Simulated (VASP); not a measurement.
**GaP: vibrations by perturbation theory with RPBE**

GaP:

```
Ga P
1.0
     0.00000    2.72525    2.72525
     2.72525    0.00000    2.72525
     2.72525    2.72525    0.00000
Ga P
1 1
Direct
  0.00000 0.00000 0.00000
  0.25000 0.25000 0.25000
```

```yaml
Program: VASP 6.6.1
Task: vibrations by perturbation theory
Functional: RPBE
Potentials_or_basis: VASP PAW PBE potentials, release 64 (Ga_d, P)
Cutoff: 520 eV
k_mesh: 3 × 3 × 3
Occupations: fermi-dirac, width 0.1 eV
Spin: no spin polarisation
Dipole_correction: no
Further_INCAR_settings: ALGO = Normal; EDIFF = 1e-08; NBANDS = 16; IBRION = 8; NSW = 1
```

```
Highest phonon frequency at Γ, LO-TO splitting left out : 364 cm⁻¹
```

Phonon frequencies in cm⁻¹ (negative: imaginary):
```
              q point        frequencies
(0.000, 0.000, 0.000)  0 0 0 364 364 364
```

It took 60 s on 1 thread of Intel(R) Xeon(R) Platinum 8259CL CPU @ 2.50GHz (Skylake/Cascade Lake) (shared host), peak memory 0.18 GiB.

Caveat: the k points lie up to 0.67 Å⁻¹ apart; the cell wasn't relaxed at this level first, which shifts response properties.
